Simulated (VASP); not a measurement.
Set up this calculation in VASP 6.6.1, as the native input.

| Item | Value |
| --- | --- |
| Task | single point |
| Functional | PBE |
| Potentials or basis | VASP PAW PBE potentials, release 64 (Ba_sv, Ta_pv, H) |
| Cutoff | 520 eV |
| k mesh | 6 × 4 × 4 |
| Occupations | gaussian, width 0.1 eV |
| Spin | no spin polarisation |
| Dipole correction | no |
| Further INCAR settings | ALGO = Normal; EDIFF = 1e-07; NBANDS = 22 |

The structure of BaTaH4 lies in POSCAR:

```
BaTaH4
1.0
    3.2361863058      0.0000000000      0.0000000000
    0.0000000000      3.0536861493      0.0000000000
    0.0000000000      0.0000000000      6.8600257157
Ba Ta H
1 1 4
Direct
    0.0000000000      0.0000000000      1.0332337189
    0.5000000000      0.0000000000      0.5535377155
    0.0000000000      0.5000000000      0.6263193041
    0.5000000000      0.5000000000      0.1456728074
    0.5000000000      0.5000000000      0.7503225303
    0.0000000000      0.5000000000      0.3909139238
```

These files were run (other wordings do the same):

INCAR

```
SYSTEM = BaTaH4
PREC = Accurate
ENCUT = 520
EDIFF = 1E-7
ISMEAR = 0
SIGMA = 0.1
LREAL = .False.
LASPH = .True.
NELM = 100
ALGO = Normal
ISIF = 2
LWAVE = .False.
LCHARG = .True.
GGA = PE
LELF = .True.
LVHAR = .True.
NBANDS = 22
```

KPOINTS

```
regular mesh
0
Gamma
  6 4 4
  0 0 0
```

Potentials or basis: VASP PAW PBE potentials, release 64 (Ba_sv, Ta_pv, H).

Run with:

```bash
$ cat potpaw_PBE.64/Ba_sv/POTCAR potpaw_PBE.64/Ta_pv/POTCAR potpaw_PBE.64/H/POTCAR > POTCAR
$ mpirun -np 1 vasp_std > vasp.out
```

It gave:

| Item | Value |
| --- | --- |
| Pressure | 1.7 GPa |
| Largest force | 0.090 eV/Å |

Caveat: the k points lie up to 0.51 Å⁻¹ apart.

It took 22 s on 1 thread of Intel(R) Xeon(R) 6975P-C (Granite Rapids), on a shared host, peak memory 0.21 GiB.
